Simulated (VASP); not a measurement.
The system is Pb.

```
Pb
1.0
     3.03861   -1.75032    0.00000
     3.03861    1.75032    0.00000
    -2.11546    0.00000    6.09522
Pb
2
Direct
  0.09149 0.09149 0.27371
  0.90851 0.90851 0.72629
```

Base run:

| Property | Result |
| --- | --- |
| Program | VASP 6.6.1 |
| Functional | PBE |
| Potentials or basis | VASP PAW PBE potentials, release 64 (Pb_d) |
| Cutoff | 500 eV |
| k mesh | 6 × 6 × 4 |
| Occupations | tetrahedron |
| Spin | no spin polarisation |

Its results: band gap on the k mesh zero (bands 14 and 15 overlap by 7.62 eV); pressure 1.9 GPa; largest force 0.034 eV/Å.

Question: The run is repeated on the same cell with these changes: occupations from tetrahedron to fermi-dirac, width 0.1 eV. What comes out?

Answer: Band gap on the k mesh zero (bands 14 and 15 overlap by 7.61 eV); pressure 1.3 GPa; largest force 0.180 eV/Å.

Caveats: spin-orbit coupling is left out, which moves the levels of the heavy elements; tetrahedron occupations give inexact forces and stress in metals (at least some runs).
